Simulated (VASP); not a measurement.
# Rb3Sr in VASP: notebook

Aim: see how the results for Rb3Sr move with the level of theory and the settings. Levels: PBEsol, PBE, LDA. Tasks: single point.

All numbers are computed with VASP 6.6.1; they aren't measurements. Logs are shortened: lines on timing, memory, paths and dates and some standing lists are left out, and cuts for length are marked.

## (1) The cell of the first run

The structure is tetragonal, space group I4/mmm (No. 139). Conventional cell: a = 6.824 Å, b = 6.824 Å, c = 13.865 Å, α = 90.00°, β = 90.00°, γ = 90.00°.

## (2) Single point, PBEsol

INCAR

```
SYSTEM = Rb3Sr
  ALGO = Fast
  EDIFF = 1E-6
  ENCUT = 520
  GGA = PS
  ISIF = 2
  ISMEAR = -1
  LASPH = .True.
  LCHARG = .True.
  LELF = .True.
  LREAL = .False.
  LVHAR = .True.
  LWAVE = .False.
  NBANDS = 26
  NELM = 80
  PREC = Accurate
  SIGMA = 0.1
```

KPOINTS

```
k-points
0
Gamma
  5 5 5
  0 0 0
```

POSCAR

```
Rb3Sr
1.0
   -3.4117710000      3.4117710000      6.9324600000
    3.4117710000     -3.4117710000      6.9324600000
    3.4117710000      3.4117710000     -6.9324600000
Sr Rb
1 3
Direct
    0.0000000000      0.0000000000      0.0000000000
    0.5000000000      0.5000000000      0.0000000000
    0.2500000000      0.7500000000      0.5000000000
    0.7500000000      0.2500000000      0.5000000000
```

Potentials or basis: VASP PAW PBE potentials, release 64 (Sr_sv, Rb_sv).

Run with:

```bash
$ cat potpaw_PBE.64/Sr_sv/POTCAR potpaw_PBE.64/Rb_sv/POTCAR > POTCAR
$ mpirun -np 1 vasp_std > vasp.out
```

OUTCAR:

```text
SYSTEM = Rb3Sr
   EDIFF = 1E-6
   ENCUT = 520
   GGA = PS
   ISIF = 2
   ISMEAR = -1
   LASPH = .True.
   LREAL = .False.
   NELM = 80
   PREC = Accurate

 ion  position               nearest neighbor table
   1  0.000  0.000  0.000-   2 4.82   2 4.82   2 4.82   2 4.82   4 4.86   3 4.86   4 4.86   3 4.86
                             4 4.86   4 4.86   3 4.86   3 4.86
   2  0.500  0.500  0.000-   1 4.82   1 4.82   1 4.82   1 4.82   4 4.86   3 4.86   4 4.86   4 4.86
                             3 4.86   3 4.86   4 4.86   3 4.86
   3  0.250  0.750  0.500-   4 4.82   4 4.82   4 4.82   4 4.82   2 4.86   1 4.86   2 4.86   2 4.86
                             1 4.86   1 4.86   2 4.86   1 4.86
   4  0.750  0.250  0.500-   3 4.82   3 4.82   3 4.82   3 4.82   2 4.86   1 4.86   2 4.86   1 4.86
                             2 4.86   2 4.86   1 4.86   1 4.86

  LATTYP: Found a body centered tetragonal cell.
 ALAT       =     6.8235420000
 C/A-ratio  =     2.0319241825

  Lattice vectors:

 A1 = (  -3.4117710000,   3.4117710000,   6.9324600000)
 A2 = (   3.4117710000,  -3.4117710000,   6.9324600000)
 A3 = (   3.4117710000,   3.4117710000,  -6.9324600000)

Analysis of symmetry for initial positions (statically):
=====================================================================
 Subroutine PRICEL returns:
 Original cell was already a primitive cell.

 Routine SETGRP: Setting up the symmetry group for a
 body centered tetragonal supercell.

 Subroutine GETGRP returns: Found 16 space group operations
 (whereof 16 operations were pure point group operations)
 out of a pool of 16 trial point group operations.

The static configuration has the point symmetry D_4h.

Analysis of symmetry for dynamics (positions and initial velocities):
=====================================================================
 Subroutine PRICEL returns:
 Original cell was already a primitive cell.

 Routine SETGRP: Setting up the symmetry group for a
 body centered tetragonal supercell.

 Subroutine GETGRP returns: Found 16 space group operations
 (whereof 16 operations were pure point group operations)
 out of a pool of 16 trial point group operations.

The dynamic configuration has the point symmetry D_4h.

 Subroutine INISYM returns: Found 16 space group operations
 (whereof 16 operations are pure point group operations),
 and found     1 'primitive' translations

----------------------------------------------------------------------------------------

                                     Primitive cell

  volume of cell :     322.7804

  direct lattice vectors                    reciprocal lattice vectors
    -3.411771000  3.411771000  6.932460000     0.000000000  0.146551454  0.072124470
     3.411771000 -3.411771000  6.932460000     0.146551454  0.000000000  0.072124470
     3.411771000  3.411771000 -6.932460000     0.146551454  0.146551454  0.000000000

  length of vectors
     8.446263337  8.446263337  8.446263337     0.163337894  0.163337894  0.207255054

  position of ions in fractional coordinates (direct lattice)
     0.000000000  0.000000000  0.000000000
     0.500000000  0.500000000  0.000000000
     0.250000000  0.750000000  0.500000000
     0.750000000  0.250000000  0.500000000

  ion indices of the primitive-cell ions
   primitive index   ion index
                 1           1
                 2           2
                 3           3
                 4           4

----------------------------------------------------------------------------------------

 KPOINTS: k-points

Automatic generation of k-mesh.
 Grid dimensions read from file:
 generate k-points for:    5    5    5

 Generating k-lattice:

  Cartesian coordinates                     Fractional coordinates (reciprocal lattice)
     0.000000000  0.029310291  0.014424894     0.200000000  0.000000000 -0.000000000
     0.029310291  0.000000000  0.014424894     0.000000000  0.200000000 -0.000000000
     0.029310291  0.029310291  0.000000000     0.000000000  0.000000000  0.200000000

  Length of vectors
     0.032667579  0.032667579  0.041451011

  Shift w.r.t. Gamma in fractional coordinates (k-lattice)
     0.000000000  0.000000000  0.000000000

 Subroutine IBZKPT returns following result:
 ===========================================

 Found     18 irreducible k-points:

 Following reciprocal coordinates:
            Coordinates               Weight
  0.000000  0.000000  0.000000      1.000000
  0.200000  0.000000 -0.000000      8.000000
  0.400000  0.000000  0.000000      8.000000
  0.200000  0.200000 -0.000000      8.000000
  0.400000  0.200000 -0.000000     16.000000
 -0.400000  0.200000  0.000000     16.000000
[... 10 lines left out ...]
 -0.400000  0.400000  0.400000      4.000000
 -0.400000 -0.400000  0.400000      2.000000
   k-points           NKPTS =     18   k-points in BZ     NKDIM =     18   number of bands    NBANDS=     26
   number of dos      NEDOS =    301   number of ions     NIONS =      4
   total plane-waves  NPLWV = 262144
   dimension x,y,z NGX =    64 NGY =   64 NGZ =   64
   dimension x,y,z NGXF=   128 NGYF=  128 NGZF=  128
   ions per type =               1   3
   NGX,Y,Z   is equivalent  to a cutoff of  12.60, 12.60, 12.60 a.u.
   NGXF,Y,Z  is equivalent  to a cutoff of  25.19, 25.19, 25.19 a.u.
 SYSTEM =  Rb3Sr
   PREC   = accura    normal or accurate (medium, high low for compatibility)
   ISTART =      0    job   : 0-new  1-cont  2-samecut
   ICHARG =      2    charge: 1-file 2-atom 10-const
   ISPIN  =      1    spin polarized calculation?
   LNONCOLLINEAR =      F non collinear calculations
   LSORBIT =      F    spin-orbit coupling
   LASPH  =      T    aspherical Exc in radial PAW
   ENCUT  =  520.0 eV  38.22 Ry    6.18 a.u.  15.70 15.70 15.70*2*pi/ulx,y,z
   NELM   =     80;   NELMIN=  2; NELMDL= -5     # of ELM steps
   EDIFF  = 0.1E-05   stopping-criterion for ELM
   LREAL  =      F    real-space projection
   EDIFFG = 0.1E-04   stopping-criterion for IOM
   NSW    =      0    number of steps for IOM
   IBRION =     -1    ionic relax: 0-MD 1-quasi-New 2-CG
   NFREE  =      0    steps in history (QN), initial steepest desc. (CG)
   ISIF   =      2    stress and relaxation
   ISYM   =      2    0-nonsym 1-usesym 2-fastsym
   POTIM  = 0.5000    time-step for ionic-motion
   TEBEG  =    0.0;   TEEND  =   0.0 temperature during run
   PSTRESS=    0.0 pullay stress
   NELECT =      37.0000    total number of electrons
   NUPDOWN=      -1.0000    fix difference up-down
   EMIN   =  10.00;   EMAX   =-10.00  energy-range for DOS
   EFERMI =   0.00;   METHOD = LEGACY
   ISMEAR =    -1;   SIGMA  =   0.10  broadening in eV -4-tet -1-fermi 0-gaus
   EFERMI_NEDOS =   21; number of points for ismear=-14 and -15
   IALGO  =     68    algorithm
   IMIX   =      4    mixing-type and parameters
     AMIX     =   0.40;   BMIX     =  1.00
     AMIX_MAG =   1.60;   BMIX_MAG =  1.00
  volume/ion in A,a.u.               =      80.70       544.56
  Fermi-wavevector in a.u.,A,eV,Ry     =   0.795255  1.502814  8.604738  0.632430
  Thomas-Fermi vector in A             =   1.901547
   LORBIT       =      0    0 simple, 1 ext, 2 COOP (PROOUT), +10 PAW based schemes
   GGA     = PS    functional components
   LHFCALC =     F    Hartree Fock is set to
   AEXX    =    0.0000 exact exchange contribution
   IVDW    =     0    specifies the selected vdW correction
   LEPSILON=     F    determine dielectric tensor
   LRPA    =     F    only Hartree local field effects (RPA)
 non-spin polarized calculation
 RMM-DIIS sequential band-by-band and
  energy-cutoff  :      520.00
  volume of cell :      322.78
 maximum number of plane-waves:      8713
   NGX = 31   NGY = 31   NGZ = 31

 number of electron      37.0000000 magnetization

 Free energy of the ion-electron system (eV)
  ---------------------------------------------------
  ext. energy  EPLUGINS =         0.00000000
  ---------------------------------------------------
  free energy    TOTEN  =        -4.43317307 eV

  energy without entropy =       -4.29315569  energy(sigma->0) =       -4.36316438

 E-fermi :   0.2150     XC(G=0):  -5.9613

 val. band max:        0.2058437940   @ k =  -0.4000  -0.4000   0.2000
 cond. band min:       0.2674765230   @ k =  -0.4000   0.4000   0.0000
 fundamental gap:      0.0616327289
 Fermi energy:         0.2149951782

 k-point     1 :       0.0000    0.0000    0.0000
  band No.  band energies     occupation
      1     -37.4692      2.00000
      2     -28.3714      2.00000
      3     -28.3651      2.00000
      4     -28.3630      2.00000
      5     -19.4173      2.00000
      6     -19.4173      2.00000
[... 18 lines left out ...]
     25       1.4656      0.00001
     26       1.6870      0.00000

 k-point     2 :       0.2000    0.0000   -0.0000
  band No.  band energies     occupation
      1     -37.4691      2.00000
      2     -28.3708      2.00000
      3     -28.3653      2.00000
      4     -28.3634      2.00000
      5     -19.4173      2.00000
      6     -19.4172      2.00000
[... 18 lines left out ...]
     25       1.4943      0.00001
     26       1.8766      0.00000

 k-point     3 :       0.4000    0.0000    0.0000
  band No.  band energies     occupation
      1     -37.4691      2.00000
      2     -28.3695      2.00000
      3     -28.3655      2.00000
      4     -28.3645      2.00000
      5     -19.4174      2.00000
      6     -19.4172      2.00000
[... 18 lines left out ...]
     25       1.7225      0.00000
     26       2.0428      0.00000

 k-point     4 :       0.2000    0.2000   -0.0000
  band No.  band energies     occupation
      1     -37.4691      2.00000
      2     -28.3700      2.00000
      3     -28.3657      2.00000
      4     -28.3638      2.00000
      5     -19.4173      2.00000
      6     -19.4173      2.00000
[... 18 lines left out ...]
     25       1.7751      0.00000
     26       2.1108      0.00000
[... 322 lines left out ...]
      1     -37.4692      2.00000
      2     -28.3708      2.00000
      3     -28.3657      2.00000
      4     -28.3630      2.00000
      5     -19.4173      2.00000
      6     -19.4173      2.00000
[... 18 lines left out ...]
     25       1.4695      0.00001
     26       1.8672      0.00000

 k-point    17 :      -0.4000    0.4000    0.4000
  band No.  band energies     occupation
      1     -37.4692      2.00000
      2     -28.3687      2.00000
      3     -28.3674      2.00000
      4     -28.3634      2.00000
      5     -19.4173      2.00000
      6     -19.4173      2.00000
[... 18 lines left out ...]
     25       1.6960      0.00000
     26       2.3952      0.00000

 k-point    18 :      -0.4000   -0.4000    0.4000
  band No.  band energies     occupation
      1     -37.4692      2.00000
      2     -28.3693      2.00000
      3     -28.3672      2.00000
      4     -28.3630      2.00000
      5     -19.4173      2.00000
      6     -19.4173      2.00000
[... 18 lines left out ...]
     25       1.5591      0.00000
     26       2.2785      0.00000

------------------------ aborting loop because EDIFF is reached ----------------------------------------

  FORCE on cell =-STRESS in cart. coord.  units (eV):
  Direction    XX          YY          ZZ          XY          YZ          ZX
  --------------------------------------------------------------------------------------
  -------------------------------------------------------------------------------------
  Total       -0.5074948     -0.5074948     -0.5157174      0.0000000      0.0000000     -0.0000000
  in kB       -2.5190403     -2.5190403     -2.5598544      0.0000000      0.0000000     -0.0000000
  external PRESSURE =      -2.5326450 kB  Pullay stress =       0.0000000 kB

 VOLUME and BASIS-vectors are now :
 -----------------------------------------------------------------------------
  energy-cutoff  :      520.00
  volume of cell :      322.78
      direct lattice vectors                 reciprocal lattice vectors
    -3.411771000  3.411771000  6.932460000     0.000000000  0.146551454  0.072124470
     3.411771000 -3.411771000  6.932460000     0.146551454  0.000000000  0.072124470
     3.411771000  3.411771000 -6.932460000     0.146551454  0.146551454  0.000000000

 POSITION                                       TOTAL-FORCE (eV/Angst)
 -----------------------------------------------------------------------------------
      0.00000      0.00000      0.00000         0.000000     -0.000000     -0.000000
      0.00000      0.00000      6.93246         0.000000     -0.000000     -0.000000
      3.41177      0.00000      3.46623        -0.000000      0.000000     -0.000000
      0.00000      3.41177      3.46623         0.000000      0.000000      0.000000
 -----------------------------------------------------------------------------------
    total drift:                               -0.000000     -0.000000     -0.000000

  FREE ENERGIE OF THE ION-ELECTRON SYSTEM (eV)
  ---------------------------------------------------
  free  energy   TOTEN  =        -4.4331730658 eV

  energy  without entropy=       -4.2931556887  energy(sigma->0) =       -4.36316438
```

It took 4.5 min on 1 thread of AMD EPYC 9R45 (Zen 5), shared host; peak memory 0.59 GiB.

What came out:

```
Free energy : -4.4332 eV
Pressure    : -0.3 GPa
```

Caveat: the PAW data sets were made with another functional, which shifts forces and pressure a little.

## (3) Single point, PBEsol

INCAR

```
PREC = Accurate
ENCUT = 520
EDIFF = 1E-6
ISMEAR = -1
SIGMA = 0.1
LREAL = False
LASPH = True
NELM = 100
ALGO = Fast
ISIF = 2
LWAVE = False
LCHARG = False
GGA = PS
NBANDS = 26
```

KPOINTS

```
regular mesh
0
Gamma
  5 5 5
```

POSCAR is that of step 2.

Potentials or basis: VASP PAW PBE potentials, release 64 (Sr_sv, Rb_sv).

Run with:

```bash
$ cat potpaw_PBE.64/Sr_sv/POTCAR potpaw_PBE.64/Rb_sv/POTCAR > POTCAR
$ mpirun -np 1 vasp_std > vasp.out
```

Run time: 4.9 min. Hardware: 1 thread of AMD EPYC 9R45 (Zen 5), shared host; peak memory 0.59 GiB.

It converged, with:

* Free energy: -4.4332 eV
* Pressure: -0.3 GPa

Levels at points of the mesh, in eV from the Fermi level:
| k point | band 15 | band 16 | band 17 | band 18 | band 19 | band 20 | band 21 | band 22 |
| --- | --- | --- | --- | --- | --- | --- | --- | --- |
| (0.00, 0.00, 0.00) | -12.64 | -12.64 | -2.44 | 0.24 | 0.63 | 0.82 | 1.10 | 1.10 |

Caveat: the PAW data sets were made with another functional, which shifts forces and pressure a little.

[end of part 1 of 2]
